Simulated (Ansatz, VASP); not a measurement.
Li2S in VASP and in Ansatz

The input INCAR:

```
SYSTEM = Li2S
  ALGO = Normal
  EDIFF = 1E-6
  ENCUT = 750
  GGA = PE
  GGA_COMPAT = .False.
  ISIF = 2
  ISMEAR = 0
  LASPH = .True.
  LCHARG = .False.
  LREAL = .False.
  LWAVE = .False.
  NBANDS = 13
  NELM = 120
  PREC = Accurate
  SIGMA = 0.5
```

KPOINTS

```
k-points
0
Gamma
  6 6 6
  0 0 0
```

File POSCAR:

```
Li2S
1.0
    0.0000000000      2.8452942165      2.8452942165
    2.8452942165      0.0000000000      2.8452942165
    2.8452942165      2.8452942165      0.0000000000
S Li
1 2
Direct
    0.0000000000      0.0000000000      0.0000000000
    0.2500000000      0.2500000000      0.2500000000
    0.7500000000      0.7500000000      0.7500000000
```

Input for Ansatz:

```yaml
crystal:
  lattice:
    - [0.0, 2.8452942165, 2.8452942165]
    - [2.8452942165, 0.0, 2.8452942165]
    - [2.8452942165, 2.8452942165, 0.0]
  atoms:
    - { symbol: S, position: [0.0, 0.0, 0.0] }
    - { symbol: Li, position: [0.25, 0.25, 0.25] }
    - { symbol: Li, position: [0.75, 0.75, 0.75] }
kpoints:
  mp_grid: { grid: [6, 6, 6] }
hamiltonian:
  xc: pbe
scf:
  occupations: { method: gaussian, width: 0.5 }
  n_extra_bands: 4
output:
  forces: true
  stress: true
  eigenvalues: true
```

Alike in both runs: task single point; functional PBE; k mesh 6 × 6 × 6; occupations gaussian, width 0.5 eV; no spin polarisation.

```csv
,VASP,Ansatz
version,VASP 6.6.1,Ansatz 0.2.0
potentials or method,"VASP PAW PBE potentials, release 64 (S, Li_sv)",plane waves
plane-wave cutoff (eV),750,420
valence electrons in the cell,12,12
```

VASP gave:

```
pressure (GPa) : 0.2
```

Problem. Which values does Ansatz return?

Solution. Pressure (GPa): 0.3.
